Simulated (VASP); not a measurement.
Write the native input for VASP 6.6.1 that does the following.

* Task: single point
* Functional: RPBE
* Potentials or basis: VASP PAW PBE potentials, release 64 (Ni)
* Cutoff: 520 eV
* k mesh: 15 × 15 × 15
* Occupations: fermi-dirac, width 0.1 eV
* Spin: no spin polarisation
* Dipole correction: no
* Further INCAR settings: ALGO = Normal; EDIFF = 1e-07; NBANDS = 11

The structure of Ni lies in POSCAR:

```
Ni
1.0
    0.0000000000      1.7740934967      1.7740934967
    1.7740934967      0.0000000000      1.7740934967
    1.7740934967      1.7740934967      0.0000000000
Ni
1
Direct
    0.0000000000      0.0000000000      0.0000000000
```

These files were run (other wordings do the same):

INCAR

```
PREC = Accurate
ENCUT = 520
EDIFF = 1E-7
ISMEAR = -1
SIGMA = 0.1
LREAL = False
LASPH = True
NELM = 100
ALGO = Normal
ISIF = 2
LWAVE = False
LCHARG = False
GGA = RP
NBANDS = 11
```

KPOINTS

```
Automatic mesh
0
Gamma
  15 15 15
```

Potentials or basis: VASP PAW PBE potentials, release 64 (Ni).

Run with:

```console
$ cat potpaw_PBE.64/Ni/POTCAR > POTCAR
$ mpirun -np 1 vasp_std > vasp.out
```

Results of the run:

```
Pressure               : 0.2 GPa
Band gap on the k mesh : zero (band 5 reaches 9.11 eV, above the bottom of band 6 at 8.20 eV)
```

Caveat: the PAW data sets were made with another functional, which shifts forces and pressure a little; the run has no spin polarisation, though such a crystal can be magnetic.

It took 6.4 s on 1 thread of Intel(R) Xeon(R) 6975P-C (Granite Rapids), on a shared host, peak memory 0.12 GiB.
